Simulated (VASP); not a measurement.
Crystal: Sc4Ta.

```
CELL_PARAMETERS angstrom
4.62400 0.00000 0.00000
0.00000 4.62400 0.00000
0.00000 0.00000 4.62400
ATOMIC_POSITIONS crystal
Sc 0.25000 0.25000 0.25000
Sc 0.75000 0.75000 0.25000
Sc 0.25000 0.75000 0.75000
Sc 0.75000 0.25000 0.75000
Ta 0.00000 0.00000 0.00000
```

The cell was generated, and may not be a known phase.

```yaml
Program: VASP 6.6.1
Task: relaxation of cell and atoms
Functional: PBE
Potentials_or_basis: VASP PAW PBE potentials, release 64 (Sc_sv, Ta_sv_GW)
Cutoff: 500 eV
k_mesh: 4 × 4 × 4
Occupations: gaussian, width 0.1 eV
Spin: no spin polarisation
```

At the start: pressure 39.1 GPa; volume 19.77 Å³/atom.

Task: Where does the relaxation end?

Result: Over 8 steps the energy falls by 1210.3 meV/atom and the volume is 25.13 Å³/atom (+27.1 %); space group P-43m (No. 215, to 0.1 Å) before and after.

Step by step:
```
step  energy change (eV)  largest force (eV/Å)  pressure (GPa)  volume (Å³)
   1              0.0000                8.3251           39.08        98.87
   2             -3.4148                0.9279           -9.29       185.19
   3             -5.8827                0.4410           -3.05       137.14
   4             -5.8955                0.5300           -2.58       135.64
   5             -5.9009                0.6722           -1.83       133.42
   6             -6.0071                0.4511           -0.63       128.62
   7             -6.0428                0.1693            0.82       124.03
   8             -6.0516                0.0210            0.11       125.65
```

Final structure:
```xyz
5
Lattice="5.0086 0.0000 0.0000 0.0000 5.0086 0.0000 0.0000 0.0000 5.0086" Properties=species:S:1:pos:R:3 pbc="T T T"
Sc    1.4332    1.4332    1.4332
Sc    3.5754    3.5754    1.4332
Sc    1.4332    3.5754    3.5754
Sc    3.5754    1.4332    3.5754
Ta    5.0086    0.0000    0.0000
```

Caveat: the volume moved by over 15 % at a fixed basis, so the end points are rough.
